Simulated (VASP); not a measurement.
# Sn7H8 in VASP: single point with PBE

Aim: the single point of Sn7H8 with PBE.

All numbers are computed with VASP 6.6.1; they aren't measurements. Logs are shortened: lines on timing, memory, paths and dates and some standing lists are left out, and cuts for length are marked.

### Step 1. The cell of the first run

The cell holds a wire or tube with vacuum around it, 15 atoms: a = 16.500 Å, b = 17.900 Å, c = 4.733 Å, α = 90.00°, β = 90.00°, γ = 90.00°.

### Step 2. Single point, PBE

Contents of INCAR:

```
PREC = Accurate ; ENCUT = 520
EDIFF = 1E-6 ; ISMEAR = 0
SIGMA = 0.05 ; LREAL = Auto
LASPH = True ; NELM = 80
ALGO = Normal ; ISIF = 2
LWAVE = False ; LCHARG = True
GGA = PE ; LELF = True
LVHAR = True ; NBANDS = 66
```

Contents of KPOINTS:

```
Automatic mesh
0
Gamma
  1 1 12
```

Contents of POSCAR:

```
Sn7H8
1.0
   16.5000000000      0.0000000000      0.0000000000
    0.0000000000     17.9000000000      0.0000000000
    0.0000000000      0.0000000000      4.7334997010
Sn H
7 8
Direct
    0.6387555147      0.4982553599      0.0000000000
    0.5000000000      0.6808531247      0.5000000000
    0.5000000000      0.3178684096      0.5000000000
    0.6395256530      0.4095910031      0.5000000000
    0.3604743470      0.4095910031      0.5000000000
    0.3612444853      0.4982553599      0.0000000000
    0.5000000000      0.5922330239      0.0000000000
    0.7246476463      0.5546016663      0.0000000000
    0.5841385661      0.7389146558      0.5000000000
    0.4158614339      0.7389146558      0.5000000000
    0.5000000000      0.2602881561      0.7931388370
    0.5000000000      0.2602881561      0.2068611630
    0.7256169410      0.3534588314      0.5000000000
    0.2743830590      0.3534588314      0.5000000000
    0.2753523537      0.5546016663      0.0000000000
```

Potentials or basis: VASP PAW PBE potentials, release 64 (Sn_d, H).

On the command line:

```
$ cat potpaw_PBE.64/Sn_d/POTCAR potpaw_PBE.64/H/POTCAR > POTCAR
$ mpirun -np 1 vasp_std > vasp.out
```

OUTCAR:

```text
PREC = Accurate
   ENCUT = 520
   EDIFF = 1E-6
   ISMEAR = 0
   LREAL = Auto
   LASPH = True
   NELM = 80
   ISIF = 2
   GGA = PE

 ion  position               nearest neighbor table
   1  0.639  0.498  0.000-   8 1.74   7 2.84   4 2.85   4 2.85
   2  0.500  0.681  0.500-   9 1.73  10 1.73   7 2.85   7 2.85
   3  0.500  0.318  0.500-  11 1.73  12 1.73   4 2.83   5 2.83
   4  0.640  0.410  0.500-  13 1.74   3 2.83   1 2.85   1 2.85
   5  0.360  0.410  0.500-  14 1.74   3 2.83   6 2.85   6 2.85
   6  0.361  0.498  0.000-  15 1.74   7 2.84   5 2.85   5 2.85
   7  0.500  0.592  0.000-   1 2.84   6 2.84   2 2.85   2 2.85
   8  0.725  0.555  0.000-   1 1.74
   9  0.584  0.739  0.500-   2 1.73
  10  0.416  0.739  0.500-   2 1.73
  11  0.500  0.260  0.793-   3 1.73
  12  0.500  0.260  0.207-   3 1.73
  13  0.726  0.353  0.500-   4 1.74
  14  0.274  0.353  0.500-   5 1.74
  15  0.275  0.555  0.000-   6 1.74

  LATTYP: Found a simple orthorhombic cell.
 ALAT       =     4.7334997010
 B/A-ratio  =     3.4857929740
 C/A-ratio  =     3.7815572263

  Lattice vectors:

 A1 = (   0.0000000000,   0.0000000000,   4.7334997010)
 A2 = (  16.5000000000,   0.0000000000,   0.0000000000)
 A3 = (   0.0000000000,  17.9000000000,   0.0000000000)

Analysis of symmetry for initial positions (statically):
=====================================================================
 Subroutine PRICEL returns:
 Original cell was already a primitive cell.

 Routine SETGRP: Setting up the symmetry group for a
 simple orthorhombic supercell.

 Subroutine GETGRP returns: Found  4 space group operations
 (whereof  4 operations were pure point group operations)
 out of a pool of  8 trial point group operations.

The static configuration has the point symmetry C_2v.

Analysis of symmetry for dynamics (positions and initial velocities):
=====================================================================
 Subroutine PRICEL returns:
 Original cell was already a primitive cell.

 Routine SETGRP: Setting up the symmetry group for a
 simple orthorhombic supercell.

 Subroutine GETGRP returns: Found  4 space group operations
 (whereof  4 operations were pure point group operations)
 out of a pool of  8 trial point group operations.

The dynamic configuration has the point symmetry C_2v.

 Subroutine INISYM returns: Found  4 space group operations
 (whereof  4 operations are pure point group operations),
 and found     1 'primitive' translations

----------------------------------------------------------------------------------------

                                     Primitive cell

  volume of cell :    1398.0391

  direct lattice vectors                    reciprocal lattice vectors
    16.500000000  0.000000000  0.000000000     0.060606061  0.000000000  0.000000000
     0.000000000 17.900000000  0.000000000     0.000000000  0.055865922  0.000000000
     0.000000000  0.000000000  4.733499701     0.000000000  0.000000000  0.211260180

  length of vectors
    16.500000000 17.900000000  4.733499701     0.060606061  0.055865922  0.211260180

  position of ions in fractional coordinates (direct lattice)
     0.638755515  0.498255360  0.000000000
     0.500000000  0.680853125  0.500000000
     0.500000000  0.317868410  0.500000000
     0.639525653  0.409591003  0.500000000
     0.360474347  0.409591003  0.500000000
     0.361244485  0.498255360  0.000000000
     0.500000000  0.592233024  0.000000000
     0.724647646  0.554601666  0.000000000
     0.584138566  0.738914656  0.500000000
     0.415861434  0.738914656  0.500000000
     0.500000000  0.260288156  0.793138837
     0.500000000  0.260288156  0.206861163
     0.725616941  0.353458831  0.500000000
     0.274383059  0.353458831  0.500000000
     0.275352354  0.554601666  0.000000000

  ion indices of the primitive-cell ions
   primitive index   ion index
                 1           1
                 2           2
                 3           3
                 4           4
                 5           5
                 6           6
                 7           7
                 8           8
                 9           9
                10          10
                11          11
                12          12
                13          13
                14          14
                15          15

----------------------------------------------------------------------------------------

 KPOINTS: Automatic mesh

Automatic generation of k-mesh.
 Grid dimensions read from file:
 generate k-points for:    1    1   12

 Generating k-lattice:

  Cartesian coordinates                     Fractional coordinates (reciprocal lattice)
     0.060606061  0.000000000  0.000000000     1.000000000  0.000000000  0.000000000
     0.000000000  0.055865922  0.000000000     0.000000000  1.000000000  0.000000000
     0.000000000  0.000000000  0.017605015     0.000000000  0.000000000  0.083333333

  Length of vectors
     0.060606061  0.055865922  0.017605015

  Shift w.r.t. Gamma in fractional coordinates (k-lattice)
     0.000000000  0.000000000  0.000000000

 Subroutine IBZKPT returns following result:
 ===========================================

 Found      7 irreducible k-points:

 Following reciprocal coordinates:
            Coordinates               Weight
  0.000000  0.000000  0.000000      1.000000
  0.000000  0.000000  0.083333      2.000000
  0.000000  0.000000  0.166667      2.000000
  0.000000  0.000000  0.250000      2.000000
  0.000000  0.000000  0.333333      2.000000
  0.000000  0.000000  0.416667      2.000000
  0.000000  0.000000  0.500000      1.000000
   k-points           NKPTS =      7   k-points in BZ     NKDIM =      7   number of bands    NBANDS=     66
   number of dos      NEDOS =    301   number of ions     NIONS =     15
   total plane-waves  NPLWV = 635040
   dimension x,y,z NGX =   126 NGY =  140 NGZ =   36
   dimension x,y,z NGXF=   252 NGYF=  280 NGZF=   72
   ions per type =               7   8
   NGX,Y,Z   is equivalent  to a cutoff of  12.70, 13.00, 12.64 a.u.
   NGXF,Y,Z  is equivalent  to a cutoff of  25.39, 26.00, 25.29 a.u.
 SYSTEM =  unknown system
   PREC   = accura    normal or accurate (medium, high low for compatibility)
   ISTART =      0    job   : 0-new  1-cont  2-samecut
   ICHARG =      2    charge: 1-file 2-atom 10-const
   ISPIN  =      1    spin polarized calculation?
   LNONCOLLINEAR =      F non collinear calculations
   LSORBIT =      F    spin-orbit coupling
   LASPH  =      T    aspherical Exc in radial PAW
   ENCUT  =  520.0 eV  38.22 Ry    6.18 a.u.  30.68 33.28  8.80*2*pi/ulx,y,z
   NELM   =     80;   NELMIN=  2; NELMDL= -5     # of ELM steps
   EDIFF  = 0.1E-05   stopping-criterion for ELM
   LREAL  =      T    real-space projection
   EDIFFG = 0.1E-04   stopping-criterion for IOM
   NSW    =      0    number of steps for IOM
   IBRION =     -1    ionic relax: 0-MD 1-quasi-New 2-CG
   NFREE  =      0    steps in history (QN), initial steepest desc. (CG)
   ISIF   =      2    stress and relaxation
   ISYM   =      2    0-nonsym 1-usesym 2-fastsym
   POTIM  = 0.5000    time-step for ionic-motion
   TEBEG  =    0.0;   TEEND  =   0.0 temperature during run
   PSTRESS=    0.0 pullay stress
   NELECT =     106.0000    total number of electrons
   NUPDOWN=      -1.0000    fix difference up-down
   EMIN   =  10.00;   EMAX   =-10.00  energy-range for DOS
   EFERMI =   0.00;   METHOD = LEGACY
   ISMEAR =     0;   SIGMA  =   0.05  broadening in eV -4-tet -1-fermi 0-gaus
   EFERMI_NEDOS =   21; number of points for ismear=-14 and -15
   IALGO  =     38    algorithm
   IMIX   =      4    mixing-type and parameters
     AMIX     =   0.40;   BMIX     =  1.00
     AMIX_MAG =   1.60;   BMIX_MAG =  1.00
  volume/ion in A,a.u.               =      93.20       628.96
  Fermi-wavevector in a.u.,A,eV,Ry     =   0.692900  1.309390  6.532292  0.480110
  Thomas-Fermi vector in A             =   1.774962
   LORBIT       =      0    0 simple, 1 ext, 2 COOP (PROOUT), +10 PAW based schemes
   GGA     = PE    functional components
   LHFCALC =     F    Hartree Fock is set to
   AEXX    =    0.0000 exact exchange contribution
   IVDW    =     0    specifies the selected vdW correction
   LEPSILON=     F    determine dielectric tensor
   LRPA    =     F    only Hartree local field effects (RPA)
 non-spin polarized calculation
 Gauss-broadening in eV      SIGMA  =   0.05
  energy-cutoff  :      520.00
  volume of cell :     1398.04
 maximum number of plane-waves:     37702
 NGX is ok and might be reduce to   126
   NGX = 61   NGY = 67   NGZ = 17

 number of electron     105.9999974 magnetization

 Free energy of the ion-electron system (eV)
  ---------------------------------------------------
  ext. energy  EPLUGINS =         0.00000000
  ---------------------------------------------------
  free energy    TOTEN  =       -50.56522207 eV

  energy without entropy =      -50.56522207  energy(sigma->0) =      -50.56522207

 E-fermi :  -3.1458     XC(G=0):  -2.4730

 val. band max:       -3.3687698954   @ k =   0.0000   0.0000   0.0000
 cond. band min:      -1.8592645324   @ k =   0.0000   0.0000   0.0000
 fundamental gap:      1.5095053630
 Fermi energy:        -3.1458304103

 k-point     1 :       0.0000    0.0000    0.0000
  band No.  band energies     occupation
      1     -24.2024      2.00000
      2     -24.1961      2.00000
      3     -24.1917      2.00000
      4     -24.1754      2.00000
      5     -24.1694      2.00000
      6     -24.1317      2.00000
[... 465 lines left out ...]
     64       1.7659      0.00000
     65       1.8734      0.00000
 [bands above 65 left out]

------------------------ aborting loop because EDIFF is reached ----------------------------------------

  FORCE on cell =-STRESS in cart. coord.  units (eV):
  Direction    XX          YY          ZZ          XY          YZ          ZX
  --------------------------------------------------------------------------------------
  -------------------------------------------------------------------------------------
  Total       -0.2832451     -0.2854428     -0.1721395      0.0000000      0.0000000      0.0000000
  in kB       -0.3246039     -0.3271225     -0.1972748      0.0000000      0.0000000      0.0000000
  external PRESSURE =      -0.2830004 kB  Pullay stress =       0.0000000 kB

 VOLUME and BASIS-vectors are now :
 -----------------------------------------------------------------------------
  energy-cutoff  :      520.00
  volume of cell :     1398.04
      direct lattice vectors                 reciprocal lattice vectors
    16.500000000  0.000000000  0.000000000     0.060606061  0.000000000  0.000000000
     0.000000000 17.900000000  0.000000000     0.000000000  0.055865922  0.000000000
     0.000000000  0.000000000  4.733499701     0.000000000  0.000000000  0.211260180

 POSITION                                       TOTAL-FORCE (eV/Angst)
 -----------------------------------------------------------------------------------
     10.53947      8.91877      0.00000         0.017229      0.007277     -0.000000
      8.25000     12.18727      2.36675         0.000000      0.015709      0.000000
      8.25000      5.68984      2.36675         0.000000     -0.018137      0.000000
     10.55217      7.33168      2.36675         0.009937     -0.015270      0.000000
      5.94783      7.33168      2.36675        -0.009937     -0.015270     -0.000000
      5.96053      8.91877      0.00000        -0.017229      0.007277      0.000000
      8.25000     10.60097      0.00000         0.000000      0.005519      0.000000
     11.95669      9.92737      0.00000        -0.013609     -0.008202      0.000000
      9.63829     13.22657      2.36675        -0.013489     -0.009764      0.000000
      6.86171     13.22657      2.36675         0.013489     -0.009764      0.000000
      8.25000      4.65916      3.75432         0.000000      0.012786     -0.016253
      8.25000      4.65916      0.97918         0.000000      0.012786      0.016253
     11.97268      6.32691      2.36675        -0.013777      0.011629      0.000000
      4.52732      6.32691      2.36675         0.013777      0.011629     -0.000000
      4.54331      9.92737      0.00000         0.013609     -0.008202      0.000000
 -----------------------------------------------------------------------------------
    total drift:                                0.000000     -0.018062     -0.000003

  FREE ENERGIE OF THE ION-ELECTRON SYSTEM (eV)
  ---------------------------------------------------
  free  energy   TOTEN  =       -50.5652220710 eV

  energy  without entropy=      -50.5652220710  energy(sigma->0) =      -50.56522207
```

Run time: 62 min. Hardware: 1 thread of Intel Xeon 8259CL, shared host; peak memory 1.3 GiB.

What came out:

- Free energy: -50.5652 eV
- Largest force: 0.021 eV/Å
- Band gap on the k mesh: 1.51 eV

Forces on the atoms (eV/Å):
```
Sn   0.017  0.007  0.000
Sn   0.000  0.016  0.000
Sn   0.000 -0.018  0.000
Sn   0.010 -0.015  0.000
Sn  -0.010 -0.015  0.000
Sn  -0.017  0.007  0.000
Sn   0.000  0.006  0.000
H   -0.014 -0.008  0.000
H   -0.013 -0.010  0.000
H    0.013 -0.010  0.000
H    0.000  0.013 -0.016
H    0.000  0.013  0.016
H   -0.014  0.012  0.000
H    0.014  0.012  0.000
H    0.014 -0.008  0.000
```

Levels at points of the mesh, in eV from the valence-band top:
```
           k point  band 50  band 51  band 52  band 53  band 54  band 55  band 56  band 57
(0.00, 0.00, 0.00)    -0.88    -0.87    -0.39     0.00     1.51     1.62     1.77     2.87
(0.00, 0.00, 0.50)    -1.28    -1.24    -1.18    -1.11     2.52     2.70     2.98     3.05
```

Caveat: spin-orbit coupling is left out, which moves the levels of the heavy elements.
